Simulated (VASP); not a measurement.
# C28N (a cell with a defect) in VASP: a series of runs

Runs on C28N (a cell with a defect). Level: PBE. Tasks: single point.

All numbers are computed with VASP 6.6.1; they aren't measurements. Logs are shortened: lines on timing, memory, paths and dates and some standing lists are left out, and cuts for length are marked.

### 1 The cell of the first run

The cell holds a defect, 29 atoms: a = 6.526 Å, b = 6.526 Å, c = 8.465 Å, α = 90.00°, β = 90.00°, γ = 120.00°.

### 2 Single point, PBE

Input file INCAR:

```
SYSTEM = C28N
PREC = Accurate
ENCUT = 520
EDIFF = 1E-6
ISMEAR = 0
SIGMA = 0.1
LREAL = Auto
LASPH = .TRUE.
NELM = 60
ALGO = Normal
ISIF = 2
LWAVE = .FALSE.
LCHARG = .FALSE.
GGA = PE
NBANDS = 78
```

Input file KPOINTS:

```
Automatic mesh
0
G
  4 4 3
  0 0 0
```

Input file POSCAR:

```
C28N
1.0
    4.9330655670     -4.2721600996      0.0000000000
   -6.1663319588     -2.1360800497      0.0000000000
    0.0000000000      0.0000000000     -8.4654494173
C N
28 1
Direct
    0.5846808950      0.8657815094      0.7552147187
    0.1560290856      0.7227766424      0.7547196475
    0.7274817789      0.5799878012      0.7547424460
    0.2988129851      0.4370468644      0.7549108954
    0.8703304568      0.2942010292      0.7561280783
    0.4418690567      0.1513752478      0.7551163187
    0.0132341819      0.0086408074      0.7550339840
    0.5575382348      0.8396761159      0.2108293266
    0.1365292598      0.7013885758      0.2030368283
    0.7037579859      0.5578949221      0.2055540012
    0.2755785571      0.4150655703      0.2076583195
    0.8499012621      0.2809767076      0.2453207027
    0.4196362843      0.1311180309      0.2101467875
   -0.0057048976     -0.0168190157      0.2129845577
    0.3465850530      0.6752425621      0.7548048172
    0.9179416874      0.5322015669      0.7552246413
    0.4893459934      0.3894529011      0.7547557944
    0.0607399399      0.2466706490      0.7555571695
    0.6323257325      0.1038468740      0.7557791305
    0.2036614748      0.9609567646      0.7547247270
    0.7751185635      0.8181347890      0.7548505324
    0.5120998628      0.6051923940      0.2029702046
    0.0910912703      0.4669181335      0.2111441356
    0.6543802054      0.3234265479      0.2133362224
    0.2290340206      0.1755093381      0.2101127669
    0.7987432151      0.0255248424      0.2449448219
    0.3730695655      0.8915640067      0.2075613371
    0.9448783838      0.7486757202      0.2055157280
    0.8243308546      1.1527707561      0.3919053598
```

Potentials or basis: VASP PAW PBE potentials, release 64 (C, N).

On the command line:

```sh
$ cat potpaw_PBE.64/C/POTCAR potpaw_PBE.64/N/POTCAR > POTCAR
$ mpirun -np 1 vasp_std > vasp.out
```

OUTCAR:

```text
SYSTEM = C28N
   PREC = Accurate
   ENCUT = 520
   EDIFF = 1E-6
   ISMEAR = 0
   LREAL = Auto
   LASPH = .TRUE.
   NELM = 60
   ISIF = 2
   GGA = PE

 ion  position               nearest neighbor table
   1  0.585  0.866  0.755-  19 1.42  21 1.42  15 1.42
   2  0.156  0.723  0.755-  15 1.42  16 1.42  20 1.42
   3  0.727  0.580  0.755-  21 1.42  17 1.42  16 1.42
   4  0.299  0.437  0.755-  18 1.42  17 1.42  15 1.42
   5  0.870  0.294  0.756-  18 1.42  19 1.42  16 1.42
   6  0.442  0.151  0.755-  19 1.42  17 1.42  20 1.42
   7  0.013  0.009  0.755-  18 1.42  20 1.42  21 1.42
   8  0.558  0.840  0.211-  27 1.40  22 1.41  26 1.46
   9  0.137  0.701  0.203-  23 1.41  27 1.42  28 1.43
  10  0.704  0.558  0.206-  24 1.40  22 1.43  28 1.44
  11  0.276  0.415  0.208-  23 1.40  22 1.42  25 1.44
  12  0.850  0.281  0.245-  23 1.46  29 1.46  24 1.46  26 1.53
  13  0.420  0.131  0.210-  25 1.41  24 1.41  27 1.44
  14  0.994  0.983  0.213-  28 1.40  25 1.41  26 1.46
  15  0.347  0.675  0.755-   1 1.42   2 1.42   4 1.42
  16  0.918  0.532  0.755-   5 1.42   2 1.42   3 1.42
  17  0.489  0.389  0.755-   6 1.42   4 1.42   3 1.42
  18  0.061  0.247  0.756-   5 1.42   4 1.42   7 1.42
  19  0.632  0.104  0.756-   5 1.42   6 1.42   1 1.42
  20  0.204  0.961  0.755-   7 1.42   6 1.42   2 1.42
  21  0.775  0.818  0.755-   1 1.42   7 1.42   3 1.42
  22  0.512  0.605  0.203-   8 1.41  11 1.42  10 1.43
  23  0.091  0.467  0.211-  11 1.40   9 1.41  12 1.46
  24  0.654  0.323  0.213-  10 1.40  13 1.41  12 1.46
  25  0.229  0.176  0.210-  13 1.41  14 1.41  11 1.44
  26  0.799  0.026  0.245-   8 1.46  29 1.46  14 1.46  12 1.53
  27  0.373  0.892  0.208-   8 1.40   9 1.42  13 1.44
  28  0.945  0.749  0.206-  14 1.40   9 1.43  10 1.44
  29  0.824  0.153  0.392-  26 1.46  12 1.46

  LATTYP: Found a hexagonal cell.
 ALAT       =     6.5258323458
 C/A-ratio  =     1.2972214070

  Lattice vectors:

 A1 = (   4.9330655670,  -4.2721600996,   0.0000000000)
 A2 = (  -6.1663319588,  -2.1360800497,   0.0000000000)
 A3 = (   0.0000000000,   0.0000000000,  -8.4654494173)

Analysis of symmetry for initial positions (statically):
=====================================================================
 Subroutine PRICEL returns:
 Original cell was already a primitive cell.

 Routine SETGRP: Setting up the symmetry group for a
 hexagonal supercell.

 Subroutine GETGRP returns: Found  1 space group operations
 (whereof  1 operations were pure point group operations)
 out of a pool of 24 trial point group operations.

The static configuration has the point symmetry C_1 .

Analysis of symmetry for dynamics (positions and initial velocities):
=====================================================================
 Subroutine PRICEL returns:
 Original cell was already a primitive cell.

 Routine SETGRP: Setting up the symmetry group for a
 hexagonal supercell.

 Subroutine GETGRP returns: Found  1 space group operations
 (whereof  1 operations were pure point group operations)
 out of a pool of 24 trial point group operations.

The dynamic configuration has the point symmetry C_1 .

 Subroutine INISYM returns: Found  1 space group operations
 (whereof  1 operations are pure point group operations),
 and found     1 'primitive' translations

----------------------------------------------------------------------------------------

                                     Primitive cell

  volume of cell :     312.2141

  direct lattice vectors                    reciprocal lattice vectors
     4.933065567 -4.272160100  0.000000000     0.057918202 -0.167195446  0.000000000
    -6.166331959 -2.136080050  0.000000000    -0.115836403 -0.133756357  0.000000000
     0.000000000  0.000000000 -8.465449417     0.000000000  0.000000000 -0.118127219

  length of vectors
     6.525832346  6.525832346  8.465449417     0.176943028  0.176943028  0.118127219

  position of ions in fractional coordinates (direct lattice)
     0.584680895  0.865781509  0.755214719
     0.156029086  0.722776642  0.754719647
     0.727481779  0.579987801  0.754742446
     0.298812985  0.437046864  0.754910895
     0.870330457  0.294201029  0.756128078
     0.441869057  0.151375248  0.755116319
[... 21 lines left out ...]
     0.944878384  0.748675720  0.205515728
     0.824330855  0.152770756  0.391905360

  ion indices of the primitive-cell ions
   primitive index   ion index
                 1           1
                 2           2
                 3           3
                 4           4
                 5           5
                 6           6
[... 21 lines left out ...]
                28          28
                29          29

----------------------------------------------------------------------------------------

 KPOINTS: Automatic mesh

Automatic generation of k-mesh.
 Grid dimensions read from file:
 generate k-points for:    4    4    3

 Generating k-lattice:

  Cartesian coordinates                     Fractional coordinates (reciprocal lattice)
     0.014479550 -0.041798862  0.000000000     0.250000000 -0.000000000  0.000000000
    -0.028959101 -0.033439089  0.000000000     0.000000000  0.250000000  0.000000000
     0.000000000  0.000000000 -0.039375740     0.000000000  0.000000000  0.333333333

  Length of vectors
     0.044235757  0.044235757  0.039375740

  Shift w.r.t. Gamma in fractional coordinates (k-lattice)
     0.000000000  0.000000000  0.000000000

 Subroutine IBZKPT returns following result:
 ===========================================

 Found     26 irreducible k-points:

 Following reciprocal coordinates:
            Coordinates               Weight
  0.000000  0.000000  0.000000      1.000000
  0.250000  0.000000  0.000000      2.000000
  0.000000  0.250000  0.000000      2.000000
 -0.250000  0.250000  0.000000      2.000000
  0.500000  0.000000  0.000000      1.000000
  0.000000  0.500000  0.000000      1.000000
[... 16 lines left out ...]
  0.500000  0.250000  0.333333      2.000000
 -0.250000 -0.250000  0.333333      2.000000
 [... further k-points ...]
   k-points           NKPTS =     26   k-points in BZ     NKDIM =     26   number of bands    NBANDS=     78
   number of dos      NEDOS =    301   number of ions     NIONS =     29
   total plane-waves  NPLWV = 160000
   dimension x,y,z NGX =    50 NGY =   50 NGZ =   64
   dimension x,y,z NGXF=   100 NGYF=  100 NGZF=  128
   ions per type =              28   1
   NGX,Y,Z   is equivalent  to a cutoff of  12.74, 12.74, 12.57 a.u.
   NGXF,Y,Z  is equivalent  to a cutoff of  25.48, 25.48, 25.14 a.u.
 SYSTEM =  C28N
   PREC   = accura    normal or accurate (medium, high low for compatibility)
   ISTART =      0    job   : 0-new  1-cont  2-samecut
   ICHARG =      2    charge: 1-file 2-atom 10-const
   ISPIN  =      1    spin polarized calculation?
   LNONCOLLINEAR =      F non collinear calculations
   LSORBIT =      F    spin-orbit coupling
   LASPH  =      T    aspherical Exc in radial PAW
   ENCUT  =  520.0 eV  38.22 Ry    6.18 a.u.  12.13 12.13 15.74*2*pi/ulx,y,z
   NELM   =     60;   NELMIN=  2; NELMDL= -5     # of ELM steps
   EDIFF  = 0.1E-05   stopping-criterion for ELM
   LREAL  =      T    real-space projection
   EDIFFG = 0.1E-04   stopping-criterion for IOM
   NSW    =      0    number of steps for IOM
[... 5 lines left out ...]
   TEBEG  =    0.0;   TEEND  =   0.0 temperature during run
   PSTRESS=    0.0 pullay stress
   NELECT =     117.0000    total number of electrons
   NUPDOWN=      -1.0000    fix difference up-down
   EMIN   =  10.00;   EMAX   =-10.00  energy-range for DOS
   EFERMI =   0.00;   METHOD = LEGACY
   ISMEAR =     0;   SIGMA  =   0.10  broadening in eV -4-tet -1-fermi 0-gaus
   EFERMI_NEDOS =   21; number of points for ismear=-14 and -15
   IALGO  =     38    algorithm
   IMIX   =      4    mixing-type and parameters
     AMIX     =   0.40;   BMIX     =  1.00
     AMIX_MAG =   1.60;   BMIX_MAG =  1.00
  volume/ion in A,a.u.               =      10.77        72.65
  Fermi-wavevector in a.u.,A,eV,Ry     =   1.180282  2.230410 18.953824  1.393067
  Thomas-Fermi vector in A             =   2.316578
   LORBIT       =      0    0 simple, 1 ext, 2 COOP (PROOUT), +10 PAW based schemes
   GGA     = PE    functional components
   LHFCALC =     F    Hartree Fock is set to
   AEXX    =    0.0000 exact exchange contribution
   IVDW    =     0    specifies the selected vdW correction
   LEPSILON=     F    determine dielectric tensor
   LRPA    =     F    only Hartree local field effects (RPA)
 non-spin polarized calculation
 Gauss-broadening in eV      SIGMA  =   0.10
  energy-cutoff  :      520.00
  volume of cell :      312.21
 maximum number of plane-waves:      8422
 NGX is ok and might be reduce to    50
   NGX = 25   NGY = 25   NGZ = 31

 number of electron     117.0000000 magnetization

 Free energy of the ion-electron system (eV)
  ---------------------------------------------------
  ext. energy  EPLUGINS =         0.00000000
  ---------------------------------------------------
  free energy    TOTEN  =      -262.21791395 eV

  energy without entropy =     -262.18207990  energy(sigma->0) =     -262.19999693

 E-fermi :   2.3319     XC(G=0):  -8.9746

 val. band max:        2.3295745999   @ k =   0.0000   0.0000   0.0000
 cond. band min:       2.3407518572   @ k =   0.2500   0.5000   0.3333
 fundamental gap:      0.0111772573
 Fermi energy:         2.3319111799

 k-point     1 :       0.0000    0.0000    0.0000
  band No.  band energies     occupation
      1     -17.8682      2.00000
      2     -16.4175      2.00000
      3     -15.8001      2.00000
      4     -13.5839      2.00000
      5     -13.5541      2.00000
      6     -13.4749      2.00000
[... 62 lines left out ...]
     69       7.1308      0.00000
     70       7.1347      0.00000

 k-point     2 :       0.2500    0.0000    0.0000
  band No.  band energies     occupation
      1     -17.7974      2.00000
      2     -16.2074      2.00000
      3     -15.8632      2.00000
      4     -14.6067      2.00000
      5     -14.5356      2.00000
      6     -14.1400      2.00000
[... 1598 lines left out ...]
 k-point    24 :      -0.2500   -0.2500    0.3333
  band No.  band energies     occupation
      1     -17.7158      2.00000
      2     -15.8570      2.00000
      3     -15.7818      2.00000
      4     -15.3137      2.00000
      5     -14.9588      2.00000
      6     -14.9469      2.00000
[... 62 lines left out ...]
     69       8.6519      0.00000
     70       8.8547      0.00000

 [... further k-points ...]

 [bands above 70 left out]

------------------------ aborting loop because EDIFF is reached ----------------------------------------

  FORCE on cell =-STRESS in cart. coord.  units (eV):
  Direction    XX          YY          ZZ          XY          YZ          ZX
  --------------------------------------------------------------------------------------
  -------------------------------------------------------------------------------------
  Total        4.9103249      5.6530046      0.9372577     -0.5403028      0.0388390      0.0592331
  in kB       25.1981315     29.0093134      4.8096905     -2.7726516      0.1993084      0.3039641
  external PRESSURE =      19.6723784 kB  Pullay stress =       0.0000000 kB

 VOLUME and BASIS-vectors are now :
 -----------------------------------------------------------------------------
  energy-cutoff  :      520.00
  volume of cell :      312.21
      direct lattice vectors                 reciprocal lattice vectors
     4.933065567 -4.272160100  0.000000000     0.057918202 -0.167195446  0.000000000
    -6.166331959 -2.136080050  0.000000000    -0.115836403 -0.133756357  0.000000000
     0.000000000  0.000000000 -8.465449417     0.000000000  0.000000000 -0.118127219

 POSITION                                       TOTAL-FORCE (eV/Angst)
 -----------------------------------------------------------------------------------
     -2.45443     -4.34723     -6.39323         0.000284      0.002803      0.001656
     -3.68718     -2.21049     -6.38904         0.003188      0.000876      0.000101
      0.01232     -4.34682     -6.38923        -0.003180      0.001347      0.001883
     -1.22091     -2.21014     -6.39066        -0.008284     -0.004348     -0.004833
      2.47926     -4.34663     -6.40096         0.000460     -0.003105      0.002278
      1.24634     -2.21109     -6.39240        -0.004167      0.003635     -0.001475
[... 21 lines left out ...]
      0.04456     -5.63590     -1.73978         0.009006      0.007839      0.000661
      3.12444     -3.84800     -3.31765        -0.000970     -0.001390     -0.154067
 -----------------------------------------------------------------------------------
    total drift:                                0.021220      0.012270     -0.037766

  FREE ENERGIE OF THE ION-ELECTRON SYSTEM (eV)
  ---------------------------------------------------
  free  energy   TOTEN  =      -262.2179139466 eV

  energy  without entropy=     -262.1820799042  energy(sigma->0) =     -262.19999693
```

Wall time 38 min (1 thread of Intel Xeon 8259CL, shared host); peak memory 0.63 GiB.

What came out:

| Property | Result |
| --- | --- |
| Free energy | -262.2179 eV |
| Pressure | 2.0 GPa |
| Largest force | 0.154 eV/Å |
| Band gap on the k mesh | zero (an odd number of electrons rules out a gap without spin polarisation) |

Forces in eV/Å, atoms in the order of the input:
```
C    0.000  0.003  0.002
C    0.003  0.001  0.000
C   -0.003  0.001  0.002
C   -0.008 -0.004 -0.005
C    0.000 -0.003  0.002
C   -0.004  0.004 -0.001
C   -0.005 -0.001 -0.005
C    0.007 -0.020  0.007
C    0.007  0.003  0.003
C   -0.007 -0.007  0.004
C    0.004  0.003  0.001
C   -0.060 -0.031  0.063
C    0.008  0.002  0.000
C   -0.001  0.004  0.006
C   -0.006 -0.001 -0.004
C   -0.003 -0.003  0.002
C   -0.003  0.005  0.000
C    0.000  0.002  0.003
C    0.004  0.003 -0.001
C   -0.006  0.004 -0.003
C    0.003 -0.001 -0.001
C    0.006  0.003  0.003
C   -0.006  0.012  0.006
C    0.017 -0.003  0.006
C   -0.010 -0.005  0.001
C    0.061  0.031  0.060
C   -0.007 -0.009  0.002
C    0.009  0.008  0.001
N   -0.001 -0.001 -0.154
```

Levels at points of the mesh, in eV from the Fermi level:
```csv
k point,band 57,band 58,band 59,band 60,band 61,band 62
"(0.00, 0.00, 0.00)",-2.12,-1.07,0.00,2.69,4.25,4.38
"(0.50, 0.00, 0.00)",-0.83,-0.58,-0.30,1.56,2.23,2.24
"(0.00, 0.50, 0.00)",-0.78,-0.24,0.60,0.85,2.09,2.24
"(0.50, 0.50, 0.00)",-0.81,-0.69,0.09,1.64,1.98,2.23
```

(Continued in part 2 of 2.)
